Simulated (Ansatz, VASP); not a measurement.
## One calculation of WS2, two programs

File INCAR:

```
PREC = Accurate
ENCUT = 600
EDIFF = 1E-7
ISMEAR = 0
SIGMA = 0.01
LREAL = False
LASPH = True
NELM = 60
ALGO = Normal
ISIF = 3
LWAVE = False
LCHARG = False
GGA = CA
IBRION = 2
NSW = 80
EDIFFG = -0.001
```

KPOINTS

```
regular mesh
0
Gamma
  12 12 3
```

POSCAR

```
WS2
1.0
    3.1800000000      0.0000000000      0.0000000000
   -1.5900000000      2.7539607840      0.0000000000
    0.0000000000      0.0000000000     12.5000000000
W S
2 4
Direct
    0.3333333333      0.6666666667      0.2500000000
    0.6666666667      0.3333333333      0.7500000000
    0.3333333333      0.6666666667      0.6250000000
    0.6666666667      0.3333333333      0.1250000000
    0.3333333333      0.6666666667      0.8750000000
    0.6666666667      0.3333333333      0.3750000000
```

Input for Ansatz:

```yaml
crystal:
  lattice:
    - [3.18, 0.0, 0.0]
    - [-1.59, 2.753960784, 0.0]
    - [0.0, 0.0, 12.5]
  atoms:
    - { symbol: W, position: [0.3333333333, 0.6666666667, 0.25] }
    - { symbol: W, position: [0.6666666667, 0.3333333333, 0.75] }
    - { symbol: S, position: [0.3333333333, 0.6666666667, 0.625] }
    - { symbol: S, position: [0.6666666667, 0.3333333333, 0.125] }
    - { symbol: S, position: [0.3333333333, 0.6666666667, 0.875] }
    - { symbol: S, position: [0.6666666667, 0.3333333333, 0.375] }
scf:
  occupations: { method: fixed }
output:
  forces: true
  stress: true
  eigenvalues: true
  write_density: true
  write_potential: true
  elf: true
  volumetric_format: npy
hamiltonian:
  xc: lda
relax:
  f_tol: 0.001
  max_steps: 60
  cell: { stress_tol: 0.03 }
kpoints:
  mp_grid: { grid: [12, 12, 3] }
```

Alike in both runs: task relaxation of cell and atoms; functional LDA; k mesh 12 × 12 × 3; no spin polarisation.

|  | VASP | Ansatz |
| --- | --- | --- |
| version | VASP 6.6.1 | Ansatz 0.2.0 |
| potentials or method | VASP PAW LDA potentials, release 64 (W_sv, S) | scalar-relativistic, plane waves, PAW |
| plane-wave cutoff (eV) | 600 | 420 |
| occupations | gaussian, width 0.01 eV | fixed |
| valence electrons in the cell | 52 | 52 |

|  | VASP | Ansatz | Ansatz less VASP |
| --- | --- | --- | --- |
| gap on the k mesh at the Fermi level, each at its own relaxed structure (eV) | 0.85 | 0.84 | -0.009 |
| relaxed volume (Å³/atom) | 17.19 | 17.16 | -0.033 |
| relaxed cell length with the largest relative difference (Å) | 3.130 | 3.127 | -0.0029 |

LDA's correlation is that of Perdew and Zunger in VASP and of Perdew and Wang (1992) in Ansatz.

Neither program's run includes spin-orbit coupling.
